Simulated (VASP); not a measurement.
PtS2, 6 atoms in the cell. The cell holds a slab with vacuum, 6 atoms: a = 3.542 Å, b = 3.542 Å, c = 22.467 Å, α = 90.00°, β = 90.00°, γ = 120.00°.  This cell differs from its parent crystal: layers slid over each other.

```yaml
Program: VASP 6.6.1
Task: single point
Functional: PBE
Dispersion: D3(BJ)
Potentials_or_basis: VASP PAW PBE potentials, release 64 (S, Pt)
Cutoff: 520 eV
k_mesh: 9 × 9 × 1
Occupations: gaussian, width 0.05 eV
Spin: no spin polarisation
Dipole_correction: yes
Further_INCAR_settings: ALGO = Normal; EDIFF = 1e-06; NBANDS = 31
```

Potentials or basis: VASP PAW PBE potentials, release 64 (S, Pt).

Launch:

```bash
$ cat potpaw_PBE.64/S/POTCAR potpaw_PBE.64/Pt/POTCAR > POTCAR
$ mpirun -np 1 vasp_std > vasp.out
```

Hardware: 1 thread of AMD EPYC 9R45 96-Core Processor (Zen 5) (shared host).

Question: How long does it take, and how much memory?

Answer: Wall time 2.9 min on 1 thread of AMD EPYC 9R45 96-Core Processor (Zen 5), on a shared host, peak memory 0.39 GiB. Counts: scf iterations 20, k points 25.
